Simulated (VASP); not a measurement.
Set up this calculation in VASP 6.6.1, as the native input.

```
Task                   : single point
Functional             : LDA
Potentials or basis    : VASP PAW LDA potentials, release 64 (Si)
Cutoff                 : 520 eV
k mesh                 : 10 × 10 × 10
Occupations            : gaussian, width 0.03 eV
Spin                   : no spin polarisation
Dipole correction      : no
Further INCAR settings : ALGO = Normal; EDIFF = 1e-06; NBANDS = 16
```

The structure of Si lies in POSCAR:

```
Si
1.0
   -2.8777973062      3.5441284969      2.0013307959
    2.9737943435     -3.4167101821      1.9469766097
    2.9611392259      3.5000521019     -1.7809158623
Si
4
Direct
    0.1921455403      0.2145401934      0.3487375614
    0.8631742579      0.7948643870      0.6293417234
    0.1238841758      0.7973718167     -0.0089359390
    0.8207960259      0.1932236029      0.0308566541
```

This cell differs from its parent crystal: atoms moved at random and the cell strained at random.

The input as run:

INCAR

```
ALGO = Normal
EDIFF = 1E-6
ENCUT = 520
GGA = CA
ISIF = 2
ISMEAR = 0
LASPH = T
LCHARG = F
LREAL = F
LWAVE = F
NBANDS = 16
NELM = 60
PREC = Accurate
SIGMA = 0.03
```

KPOINTS

```
k-points
0
Gamma
  10 10 10
```

Potentials or basis: VASP PAW LDA potentials, release 64 (Si).

Command:

```bash
$ cat potpaw_LDA.64/Si/POTCAR > POTCAR
$ mpirun -np 1 vasp_std > vasp.out
```

Results of the run:

```json
{
 "Pressure": "1.3 GPa",
 "Largest force": "3.412 eV/Å",
 "Band gap on the k mesh": "zero (bands 8 and 9 overlap by 0.94 eV)"
}
```

Caveat: the cell differs from its parent crystal (atoms moved at random and the cell strained at random); forces of over 1 eV/Å act on the atoms, so gaps and moduli don't describe the material at rest.

It took 15 min on 1 thread of Intel(R) Xeon(R) Platinum 8259CL CPU @ 2.50GHz (Skylake/Cascade Lake), with other jobs on the host, peak memory 0.54 GiB.
